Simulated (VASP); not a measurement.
# MgO in VASP: further runs

Runs on MgO. Level: PBE. Tasks: single point.

All numbers are computed with VASP 6.6.1; they aren't measurements. Logs are shortened: lines on timing, memory, paths and dates and some standing lists are left out, and cuts for length are marked.

## Step 1: The cell of the first run

It takes space group Fm-3m (No. 225, cubic). Conventional cell: a = 4.309 Å, b = 4.309 Å, c = 4.309 Å, α = 90.00°, β = 90.00°, γ = 90.00°. Within 2.9 Å of Mg (site symmetry m-3m) lie 6 O at 2.15 Å. Within 2.9 Å of O (site symmetry m-3m) lie 6 Mg at 2.15 Å.

## Step 2: Single point, PBE (strain +2.5%)

File INCAR:

```
SYSTEM = MgO
PREC     = Accurate       ! precision mode
ENCUT    = 520            ! plane-wave cutoff, eV
EDIFF    = 1E-6           ! SCF threshold, eV
ISMEAR   = 0              ! smearing method
SIGMA    = 0.01           ! smearing width, eV
LREAL    = .FALSE.        ! projectors in reciprocal space
LASPH    = .TRUE.         ! aspherical terms in the spheres
NELM     = 60             ! most SCF steps
ALGO     = Normal         ! electronic algorithm
ISIF     = 2              ! what is computed and relaxed
LWAVE    = .FALSE.        ! write WAVECAR
LCHARG   = .FALSE.        ! write CHGCAR
GGA      = PE             ! functional
NBANDS   = 11             ! bands
```

File KPOINTS:

```
regular mesh
0
G
  6 6 6
  0 0 0
```

File POSCAR:

```
MgO
1.0
    0.0000000000      2.1547216021      2.1547216021
    2.1547216021      0.0000000000      2.1547216021
    2.1547216021      2.1547216021      0.0000000000
Mg O
1 1
Direct
    0.0000000000      0.0000000000      0.0000000000
    0.5000000000      0.5000000000      0.5000000000
```

Potentials or basis: VASP PAW PBE potentials, release 64 (Mg, O).

On the command line:

```bash
cat potpaw_PBE.64/Mg/POTCAR potpaw_PBE.64/O/POTCAR > POTCAR
mpirun -np 1 vasp_std > vasp.out
```

OUTCAR:

```text
SYSTEM = MgO
   PREC = Accurate
   ENCUT = 520
   EDIFF = 1E-6
   ISMEAR = 0
   LREAL = .FALSE.
   LASPH = .TRUE.
   NELM = 60
   ISIF = 2
   GGA = PE

 ion  position               nearest neighbor table
   1  0.000  0.000  0.000-   2 2.15   2 2.15   2 2.15   2 2.15   2 2.15   2 2.15
   2  0.500  0.500  0.500-   1 2.15   1 2.15   1 2.15   1 2.15   1 2.15   1 2.15

  LATTYP: Found a face centered cubic cell.
 ALAT       =     4.3094432042

  Lattice vectors:

 A1 = (   0.0000000000,   2.1547216021,   2.1547216021)
 A2 = (   2.1547216021,   0.0000000000,   2.1547216021)
 A3 = (   2.1547216021,   2.1547216021,   0.0000000000)

Analysis of symmetry for initial positions (statically):
=====================================================================
 Subroutine PRICEL returns:
 Original cell was already a primitive cell.

 Routine SETGRP: Setting up the symmetry group for a
 face centered cubic supercell.

 Subroutine GETGRP returns: Found 48 space group operations
 (whereof 48 operations were pure point group operations)
 out of a pool of 48 trial point group operations.

The static configuration has the point symmetry O_h .

Analysis of symmetry for dynamics (positions and initial velocities):
=====================================================================
 Subroutine PRICEL returns:
 Original cell was already a primitive cell.

 Routine SETGRP: Setting up the symmetry group for a
 face centered cubic supercell.

 Subroutine GETGRP returns: Found 48 space group operations
 (whereof 48 operations were pure point group operations)
 out of a pool of 48 trial point group operations.

The dynamic configuration has the point symmetry O_h .

 Subroutine INISYM returns: Found 48 space group operations
 (whereof 48 operations are pure point group operations),
 and found     1 'primitive' translations

----------------------------------------------------------------------------------------

                                     Primitive cell

  volume of cell :      20.0080

  direct lattice vectors                    reciprocal lattice vectors
     0.000000000  2.154721602  2.154721602    -0.232048539  0.232048539  0.232048539
     2.154721602  0.000000000  2.154721602     0.232048539 -0.232048539  0.232048539
     2.154721602  2.154721602  0.000000000     0.232048539  0.232048539 -0.232048539

  length of vectors
     3.047236513  3.047236513  3.047236513     0.401919860  0.401919860  0.401919860

  position of ions in fractional coordinates (direct lattice)
     0.000000000  0.000000000  0.000000000
     0.500000000  0.500000000  0.500000000
[... 78 lines left out ...]
   PSTRESS=    0.0 pullay stress
   NELECT =       8.0000    total number of electrons
   NUPDOWN=      -1.0000    fix difference up-down
   EMIN   =  10.00;   EMAX   =-10.00  energy-range for DOS
   EFERMI =   0.00;   METHOD = LEGACY
   ISMEAR =     0;   SIGMA  =   0.01  broadening in eV -4-tet -1-fermi 0-gaus
   EFERMI_NEDOS =   21; number of points for ismear=-14 and -15
   IALGO  =     38    algorithm
   IMIX   =      4    mixing-type and parameters
     AMIX     =   0.40;   BMIX     =  1.00
     AMIX_MAG =   1.60;   BMIX_MAG =  1.00
  volume/ion in A,a.u.               =      10.00        67.51
  Fermi-wavevector in a.u.,A,eV,Ry     =   1.206064  2.279130 19.790901  1.454590
  Thomas-Fermi vector in A             =   2.341742
   LORBIT       =      0    0 simple, 1 ext, 2 COOP (PROOUT), +10 PAW based schemes
   GGA     = PE    functional components
   LHFCALC =     F    Hartree Fock is set to
   AEXX    =    0.0000 exact exchange contribution
   IVDW    =     0    specifies the selected vdW correction
   LEPSILON=     F    determine dielectric tensor
   LRPA    =     F    only Hartree local field effects (RPA)
 non-spin polarized calculation
 Gauss-broadening in eV      SIGMA  =   0.01
  energy-cutoff  :      520.00
  volume of cell :       20.01
 maximum number of plane-waves:       548
 NGX is ok and might be reduce to    24
   NGX = 11   NGY = 11   NGZ = 11

 number of electron       7.9999998 magnetization

 Free energy of the ion-electron system (eV)
  ---------------------------------------------------
  ext. energy  EPLUGINS =         0.00000000
  ---------------------------------------------------
  free energy    TOTEN  =       -11.89535730 eV

  energy without entropy =      -11.89535730  energy(sigma->0) =      -11.89535730

 E-fermi :   2.8167     XC(G=0): -10.7583

 val. band max:        2.6920212041   @ k =   0.0000   0.0000   0.0000
 cond. band min:       6.7790056508   @ k =   0.0000   0.0000   0.0000
 fundamental gap:      4.0869844467
 Fermi energy:         2.8167242494

 k-point     1 :       0.0000    0.0000    0.0000
  band No.  band energies     occupation
      1     -14.2347      2.00000
      2       2.6920      2.00000
      3       2.6920      2.00000
      4       2.6920      2.00000
      5       6.7790      0.00000
      6      18.1008      0.00000
      7      18.1008      0.00000
      8      18.1008      0.00000
      9      21.8413      0.00000
     10      23.5373      0.00000
     11      23.5373      0.00000
[... 197 lines left out ...]
 k-point    16 :      -0.3333    0.5000    0.1667
  band No.  band energies     occupation
      1     -12.8496      2.00000
      2      -0.6205      2.00000
      3       0.6141      2.00000
      4       1.1376      2.00000
      5      12.9515      0.00000
      6      13.3205      0.00000
      7      14.5633      0.00000
      8      18.2586      0.00000
      9      21.9125      0.00000
     10      26.4103      0.00000
     11      27.7157      0.00000

------------------------ aborting loop because EDIFF is reached ----------------------------------------

  FORCE on cell =-STRESS in cart. coord.  units (eV):
  Direction    XX          YY          ZZ          XY          YZ          ZX
  --------------------------------------------------------------------------------------
  -------------------------------------------------------------------------------------
  Total       -0.7644008     -0.7644008     -0.7644008     -0.0000000      0.0000000     -0.0000000
  in kB      -61.2108238    -61.2108238    -61.2108238     -0.0000000      0.0000000     -0.0000000
  external PRESSURE =     -61.2108238 kB  Pullay stress =       0.0000000 kB

 VOLUME and BASIS-vectors are now :
 -----------------------------------------------------------------------------
  energy-cutoff  :      520.00
  volume of cell :       20.01
      direct lattice vectors                 reciprocal lattice vectors
     0.000000000  2.154721602  2.154721602    -0.232048539  0.232048539  0.232048539
     2.154721602  0.000000000  2.154721602     0.232048539 -0.232048539  0.232048539
     2.154721602  2.154721602  0.000000000     0.232048539  0.232048539 -0.232048539

 POSITION                                       TOTAL-FORCE (eV/Angst)
 -----------------------------------------------------------------------------------
      0.00000      0.00000      0.00000        -0.000000     -0.000000      0.000000
      2.15472      2.15472      2.15472         0.000000      0.000000      0.000000
 -----------------------------------------------------------------------------------
    total drift:                               -0.000000     -0.000000      0.000000

  FREE ENERGIE OF THE ION-ELECTRON SYSTEM (eV)
  ---------------------------------------------------
  free  energy   TOTEN  =       -11.8953572998 eV

  energy  without entropy=      -11.8953572998  energy(sigma->0) =      -11.89535730
```

stdout:

```text
POSCAR found type information on POSCAR MgO
 POSCAR found :  2 types and       2 ions
 scaLAPACK will be used
 LDA part: xc-table for (Slater+PW92), standard interpolation
 POSCAR, INCAR and KPOINTS ok, starting setup
 FFT: planning ... GRIDC
 FFT: planning ... GRID_SOFT
 FFT: planning ... GRID
 WAVECAR not read
 entering main loop
```

Wall time 5.8 s (1 thread of AMD EPYC 7R43 (Zen 3), shared host); peak memory 0.1 GiB.

What came out:

```
Free energy            : -11.8954 eV
Pressure               : -6.1 GPa
Band gap on the k mesh : 4.09 eV, direct
```

Caveat: the k points lie up to 0.42 Å⁻¹ apart; the cell differs from its parent crystal (strain +2.5%).

## Step 3: Single point, PBE (uniaxial z strain +3.0%)

File INCAR:

```
  PREC = Accurate
  ENCUT = 520
  EDIFF = 1E-7
  ISMEAR = 0
  SIGMA = 0.01
  LREAL = F
  LASPH = T
  NELM = 100
  ALGO = Normal
  ISIF = 2
  LWAVE = F
  LCHARG = F
  GGA = PE
  NBANDS = 11
```

File KPOINTS:

```
regular mesh
0
Gamma
  6 6 6
```

File POSCAR:

```
MgO
1.0
    0.0000000000      2.1021674167      2.1652324392
    2.1021674167      0.0000000000      2.1652324392
    2.1021674167      2.1021674167      0.0000000000
Mg O
1 1
Direct
    0.0000000000      0.0000000000      0.0000000000
    0.5000000000      0.5000000000      0.5000000000
```

Potentials or basis: VASP PAW PBE potentials, release 64 (Mg, O).

On the command line:

```bash
cat potpaw_PBE.64/Mg/POTCAR potpaw_PBE.64/O/POTCAR > POTCAR
mpirun -np 1 vasp_std > vasp.out
```

OUTCAR:

```text
PREC = Accurate
   ENCUT = 520
   EDIFF = 1E-7
   ISMEAR = 0
   LREAL = F
   LASPH = T
   NELM = 100
   ISIF = 2
   GGA = PE

 ion  position               nearest neighbor table
   1  0.000  0.000  0.000-   2 2.10   2 2.10   2 2.10   2 2.10   2 2.17   2 2.17
   2  0.500  0.500  0.500-   1 2.10   1 2.10   1 2.10   1 2.10   1 2.17   1 2.17

  LATTYP: Found a body centered tetragonal cell.
 ALAT       =     2.9729136711
 C/A-ratio  =     1.4566399692

  Lattice vectors:

 A1 = (  -2.1021674167,   0.0000000000,   2.1652324392)
 A2 = (   2.1021674167,   0.0000000000,   2.1652324392)
 A3 = (   0.0000000000,   2.1021674167,  -2.1652324392)

Analysis of symmetry for initial positions (statically):
=====================================================================
 Subroutine PRICEL returns:
 Original cell was already a primitive cell.

 Routine SETGRP: Setting up the symmetry group for a
 body centered tetragonal supercell.

 Subroutine GETGRP returns: Found 16 space group operations
 (whereof 16 operations were pure point group operations)
 out of a pool of 16 trial point group operations.

[... 173 lines left out ...]
      2       2.9866      2.00000
      3       2.9866      2.00000
      4       3.0485      2.00000
      5       7.4987      0.00000
      6      18.4762      0.00000
      7      18.7841      0.00000
      8      18.7841      0.00000
      9      22.5373      0.00000
     10      23.8143      0.00000
     11      24.7513      0.00000
[... 309 lines left out ...]
 k-point    24 :       0.5000    0.0000    0.3333
  band No.  band energies     occupation
      1     -12.7108      2.00000
      2      -0.6678      2.00000
      3       1.1415      2.00000
      4       1.8259      2.00000
      5      12.6117      0.00000
      6      13.5424      0.00000
      7      15.8410      0.00000
      8      20.7395      0.00000
      9      21.2146      0.00000
     10      28.3860      0.00000
     11      29.2980      0.00000

 [... further k-points ...]

------------------------ aborting loop because EDIFF is reached ----------------------------------------

  FORCE on cell =-STRESS in cart. coord.  units (eV):
  Direction    XX          YY          ZZ          XY          YZ          ZX
  --------------------------------------------------------------------------------------
  -------------------------------------------------------------------------------------
  Total        0.2481317      0.2481317     -0.3707189      0.0000000      0.0000000      0.0000000
  in kB       20.7741694     20.7741694    -31.0374634      0.0000000      0.0000000      0.0000000
  external PRESSURE =       3.5036252 kB  Pullay stress =       0.0000000 kB

 VOLUME and BASIS-vectors are now :
 -----------------------------------------------------------------------------
  energy-cutoff  :      520.00
  volume of cell :       19.14
      direct lattice vectors                 reciprocal lattice vectors
     0.000000000  2.102167417  2.165232439    -0.237849753  0.237849753  0.230922090
     2.102167417  0.000000000  2.165232439     0.237849753 -0.237849753  0.230922090
     2.102167417  2.102167417  0.000000000     0.237849753  0.237849753 -0.230922090

 POSITION                                       TOTAL-FORCE (eV/Angst)
 -----------------------------------------------------------------------------------
      0.00000      0.00000      0.00000         0.000000      0.000000     -0.000000
      2.10217      2.10217      2.16523         0.000000     -0.000000      0.000000
 -----------------------------------------------------------------------------------
    total drift:                               -0.000000     -0.000000      0.000000

  FREE ENERGIE OF THE ION-ELECTRON SYSTEM (eV)
  ---------------------------------------------------
  free  energy   TOTEN  =       -11.9051932235 eV

  energy  without entropy=      -11.9051932235  energy(sigma->0) =      -11.90519322
```

Run time: 8.6 s. Hardware: 1 thread of AMD EPYC 7R43 (Zen 3), shared host; peak memory 0.1 GiB.

What came out:

| Property | Result |
| --- | --- |
| Free energy | -11.9052 eV |
| Pressure | 0.4 GPa |
| Band gap on the k mesh | 4.45 eV, direct |

Caveat: the k points lie up to 0.43 Å⁻¹ apart; the cell differs from its parent crystal (uniaxial z strain +3.0%).
